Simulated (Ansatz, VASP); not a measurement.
**Si: VASP beside Ansatz**

Contents of INCAR:

```
PREC = Accurate
ENCUT = 520
EDIFF = 1E-6
ISMEAR = 0
SIGMA = 0.03
LREAL = F
LASPH = T
NELM = 60
ALGO = Normal
ISIF = 2
LWAVE = F
LCHARG = F
NBANDS = 16
```

KPOINTS

```
regular mesh
0
Gamma
  10 10 10
```

File POSCAR:

```
Si
1.0
   -3.3260313965      3.2765123187      1.9083649477
    3.3260313965     -3.2765123187      1.9083649477
    3.3260313965      3.2765123187     -1.9083649477
Si
4
Direct
    0.1788433299      0.1788433299      0.3576866598
    0.8211566701      0.8211566701      0.6423133402
    0.1788433299      0.8211566701      0.0000000000
    0.8211566701      0.1788433299      0.0000000000
```

Input for Ansatz:

```yaml
crystal:
  lattice:
    - [-3.3260313965, 3.2765123187, 1.9083649477]
    - [3.3260313965, -3.2765123187, 1.9083649477]
    - [3.3260313965, 3.2765123187, -1.9083649477]
  atoms:
    - { symbol: Si, position: [0.1788433299, 0.1788433299, 0.3576866598] }
    - { symbol: Si, position: [0.8211566701, 0.8211566701, 0.6423133402] }
    - { symbol: Si, position: [0.1788433299, 0.8211566701, 0.0] }
    - { symbol: Si, position: [0.8211566701, 0.1788433299, 0.0] }
basis:
  ecutwfc: 420
kpoints:
  mp_grid: { grid: [10, 10, 10] }
hamiltonian:
  xc: lda
scf:
  occupations: { method: gaussian, width: 0.03 }
output:
  forces: true
  stress: true
  eigenvalues: true
```

Change from the starting cell: strain +0.0075 x Voigt [1, -1, 0, 0, 0, 0], atoms carried along.

Alike in both runs: task single point; functional LDA; k mesh 10 × 10 × 10; occupations gaussian, width 0.03 eV; no spin polarisation.

```csv
,VASP,Ansatz
version,VASP 6.6.1,Ansatz 0.2.0
potentials or method,"VASP PAW LDA potentials, release 64 (Si), cutoff 520 eV","scalar-relativistic, plane waves, PAW"
valence electrons in the cell,16,16
```

Ansatz gave:

```
gap on the k mesh at the Fermi level (eV)                     : 0.16
least direct gap on the mesh (eV)                             : 0.22
pressure (GPa)                                                : 0.0
traceless stress, the component that is largest in VASP (GPa) : 1.48
rms of the force components (eV/Å)                            : 0.098
```

Q: What did VASP give for the same quantities?

A: gap on the k mesh at the Fermi level (eV): 0.16; least direct gap on the mesh (eV): 0.22; pressure (GPa): 0.1; traceless stress, the component that is largest in VASP (GPa): 1.50; rms of the force components (eV/Å): 0.098.

LDA's correlation is that of Perdew and Zunger in VASP and of Perdew and Wang (1992) in Ansatz. Atom by atom the forces differ by 0.002 eV/Å (rms over components).
